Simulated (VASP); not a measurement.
# AlN (Fm-3m) in VASP: further runs, part 2 of 2

VASP 6.6.1. The steps go on from the part before.

**5. Single point, HSE06**

This run uses another cell than the first one, of 8.18 Å³/atom, 1.012 times its volume.

Contents of POSCAR:

```
AlN
1.0
    0.0000000000      2.0151285302      2.0151285302
    2.0151285302      0.0000000000      2.0151285302
    2.0151285302      2.0151285302      0.0000000000
Al N
1 1
Direct
    0.5000000000      0.5000000000      0.5000000000
    0.0000000000      0.0000000000      0.0000000000
```

Contents of INCAR.step1:

```
SYSTEM = AlN
PREC = Accurate
ENCUT = 520
EDIFF = 1E-5
ISMEAR = -1
SIGMA = 0.05
LREAL = .FALSE.
LASPH = .TRUE.
NELM = 80
ALGO = Normal
ISIF = 2
LWAVE = .TRUE.
NBANDS = 11
GGA = PE
```

Contents of INCAR.step2:

```
SYSTEM = AlN
PREC = Accurate
ENCUT = 520
EDIFF = 1E-6
ISMEAR = -1
SIGMA = 0.05
LREAL = .FALSE.
LASPH = .TRUE.
NELM = 80
ALGO = Normal
ISIF = 2
LWAVE = .FALSE.
LCHARG = .TRUE.
GGA = PE
LHFCALC = .TRUE.
HFSCREEN = 0.2079
PRECFOCK = Normal
LELF = .TRUE.
LVHAR = .TRUE.
NBANDS = 11
ISTART = 1
```

Contents of KPOINTS:

```
regular mesh
0
G
  6 6 6
  0 0 0
```

Potentials or basis: VASP PAW PBE potentials, release 64 (Al, N).

Started as:

```console
cat potpaw_PBE.64/Al/POTCAR potpaw_PBE.64/N/POTCAR > POTCAR
cp INCAR.step1 INCAR
mpirun -np 1 vasp_std > vasp.out
cp INCAR.step2 INCAR
mpirun -np 1 vasp_std > vasp.out
```

OUTCAR:

```text
SYSTEM = AlN
   PREC = Accurate
   ENCUT = 520
   EDIFF = 1E-6
   ISMEAR = -1
   LREAL = .FALSE.
   LASPH = .TRUE.
   NELM = 80
   ISIF = 2
   GGA = PE
   LHFCALC = .TRUE.
   HFSCREEN = 0.2079
   PRECFOCK = Normal
   ISTART = 1

 ion  position               nearest neighbor table
   1  0.500  0.500  0.500-   2 2.02   2 2.02   2 2.02   2 2.02   2 2.02   2 2.02
   2  0.000  0.000  0.000-   1 2.02   1 2.02   1 2.02   1 2.02   1 2.02   1 2.02

  LATTYP: Found a face centered cubic cell.
 ALAT       =     4.0302570604

  Lattice vectors:

 A1 = (   0.0000000000,   2.0151285302,   2.0151285302)
 A2 = (   2.0151285302,   0.0000000000,   2.0151285302)
 A3 = (   2.0151285302,   2.0151285302,   0.0000000000)

Analysis of symmetry for initial positions (statically):
=====================================================================
 Subroutine PRICEL returns:
 Original cell was already a primitive cell.

 Routine SETGRP: Setting up the symmetry group for a
 face centered cubic supercell.

 Subroutine GETGRP returns: Found 48 space group operations
 (whereof 48 operations were pure point group operations)
 out of a pool of 48 trial point group operations.

The static configuration has the point symmetry O_h .

Analysis of symmetry for dynamics (positions and initial velocities):
=====================================================================
 Subroutine PRICEL returns:
 Original cell was already a primitive cell.

 Routine SETGRP: Setting up the symmetry group for a
 face centered cubic supercell.

 Subroutine GETGRP returns: Found 48 space group operations
 (whereof 48 operations were pure point group operations)
 out of a pool of 48 trial point group operations.

The dynamic configuration has the point symmetry O_h .

 Subroutine INISYM returns: Found 48 space group operations
 (whereof 48 operations are pure point group operations),
 and found     1 'primitive' translations

----------------------------------------------------------------------------------------
[... 119 lines left out ...]
   ENCUTFOCK=  -1.0 apply spherical cutoff to Coloumb kernel
   IVDW    =     0    specifies the selected vdW correction
   LEPSILON=     F    determine dielectric tensor
   LRPA    =     F    only Hartree local field effects (RPA)
 non-spin polarized calculation
  energy-cutoff  :      520.00
  volume of cell :       16.37
 maximum number of plane-waves:       459
 NGX is ok and might be reduce to    24
  NGX = 16; NGY = 16; NGZ = 16

 number of electron       7.9999999 magnetization

 Free energy of the ion-electron system (eV)
  ---------------------------------------------------
  ext. energy  EPLUGINS =         0.00000000
  ---------------------------------------------------
  free energy    TOTEN  =       -17.13014464 eV

  energy without entropy =      -17.13014464  energy(sigma->0) =      -17.13014464

 E-fermi :  10.2361     XC(G=0): -10.0911

 val. band max:        9.2294839272   @ k =   0.0000   0.0000   0.0000
 cond. band min:      15.3017544660   @ k =   0.5000   0.5000   0.0000
 fundamental gap:      6.0722705388
 Fermi energy:        10.2361344351

 k-point     1 :       0.0000    0.0000    0.0000
  band No.  band energies     occupation
      1     -10.0830      2.00000
      2       9.2295      2.00000
      3       9.2295      2.00000
      4       9.2295      2.00000
      5      16.5821      0.00000
      6      23.0690      0.00000
      7      23.0690      0.00000
      8      23.0690      0.00000
      9      28.2809      0.00000
     10      29.0143      0.00000
     11      29.0143      0.00000
[... 197 lines left out ...]
 k-point    16 :      -0.3333    0.5000    0.1667
  band No.  band energies     occupation
      1      -5.3752      2.00000
      2       1.9872      2.00000
      3       4.2835      2.00000
      4       5.2694      2.00000
      5      17.7869      0.00000
      6      19.0785      0.00000
      7      23.9490      0.00000
      8      24.9198      0.00000
      9      29.6280      0.00000
     10      33.1319      0.00000
     11      36.6135      0.00000

------------------------ aborting loop because EDIFF is reached ----------------------------------------

  FORCE on cell =-STRESS in cart. coord.  units (eV):
  Direction    XX          YY          ZZ          XY          YZ          ZX
  --------------------------------------------------------------------------------------
  -------------------------------------------------------------------------------------
  Total        0.0088104      0.0088104      0.0088104     -0.0000000      0.0000000      0.0000000
  in kB        0.8625173      0.8625173      0.8625173     -0.0000000      0.0000000      0.0000000
  external PRESSURE =       0.8625173 kB  Pullay stress =       0.0000000 kB

 VOLUME and BASIS-vectors are now :
 -----------------------------------------------------------------------------
  energy-cutoff  :      520.00
  volume of cell :       16.37
      direct lattice vectors                 reciprocal lattice vectors
     0.000000000  2.015128530  2.015128530    -0.248123131  0.248123131  0.248123131
     2.015128530  0.000000000  2.015128530     0.248123131 -0.248123131  0.248123131
     2.015128530  2.015128530  0.000000000     0.248123131  0.248123131 -0.248123131

 POSITION                                       TOTAL-FORCE (eV/Angst)
 -----------------------------------------------------------------------------------
      2.01513      2.01513      2.01513        -0.000000     -0.000000     -0.000000
      0.00000      0.00000      0.00000         0.000000      0.000000      0.000000
 -----------------------------------------------------------------------------------
    total drift:                               -0.000209     -0.000214     -0.000212

  FREE ENERGIE OF THE ION-ELECTRON SYSTEM (eV)
  ---------------------------------------------------
  free  energy   TOTEN  =       -17.1301446446 eV

  energy  without entropy=      -17.1301446446  energy(sigma->0) =      -17.13014464
```

OUTCAR.step1:

```text
SYSTEM = AlN
   PREC = Accurate
   ENCUT = 520
   EDIFF = 1E-5
   ISMEAR = -1
   LREAL = .FALSE.
[... 435 lines left out ...]
      2.01513      2.01513      2.01513         0.000000      0.000000      0.000000
      0.00000      0.00000      0.00000        -0.000000     -0.000000     -0.000000
 -----------------------------------------------------------------------------------
    total drift:                                0.000000     -0.000000     -0.000000

  FREE ENERGIE OF THE ION-ELECTRON SYSTEM (eV)
  ---------------------------------------------------
  free  energy   TOTEN  =       -14.5291996971 eV

  energy  without entropy=      -14.5291996971  energy(sigma->0) =      -14.52919970
```

Run time: 1.7 min. Hardware: 1 thread of Intel Xeon Platinum 8488C (Sapphire Rapids), shared host; peak memory 0.23 GiB.

What came out:

* Free energy: -17.1301 eV
* Pressure: 0.1 GPa
* Band gap on the k mesh: 6.07 eV, indirect (least direct gap 7.35 eV)

Levels at points of the mesh, in eV from the valence-band top:
```
           k point  band 1  band 2  band 3  band 4  band 5  band 6  band 7  band 8  band 9
(0.00, 0.00, 0.00)  -19.31    0.00    0.00    0.00    7.35   13.84   13.84   13.84   19.05
(0.50, 0.00, 0.00)  -15.80   -9.07   -1.18   -1.18    7.60   12.67   12.67   15.68   18.12
(0.50, 0.50, 0.00)  -14.73   -8.09   -3.08   -3.08    6.07    6.60   16.37   19.64   19.64
```

Caveat: the k points lie up to 0.45 Å⁻¹ apart; the PAW data sets were made with another functional, which shifts forces and pressure a little. A k mesh can miss the band edges.

**6. The runs side by side**

| level | cell | share of exact exchange | screening parameter | gap on the mesh (eV) | pressure (GPa) |
| --- | --- | --- | --- | --- | --- |
| PBEsol-based global hybrid | a = 2.838 Å, angles 60.0°, 2 atoms | 0.25 | - | 6.94 | 0.3 |
| PBEsol-based screened hybrid | a = 2.838 Å, angles 60.0°, 2 atoms | 0.25 | 0.207 1/Å | 6.17 | 0.3 |
| PBE0 | a = 2.850 Å, angles 60.0°, 2 atoms | - | - | 6.85 | 0.1 |
| HSE06 | a = 2.850 Å, angles 60.0°, 2 atoms | - | 0.2079 1/Å | 6.07 | 0.1 |

Alike in all rows: task single point; potentials or basis VASP PAW PBE potentials, release 64 (Al, N); no spin polarisation; k mesh 6 × 6 × 6; cutoff (eV) 520; smearing fermi-dirac 0.05 eV.

Caveats: all runs use coarse meshes; the PAW data sets were made with another functional, which shifts forces and pressure a little.

Total energies depend on the potentials used, so only differences within one code and one set of settings carry meaning.
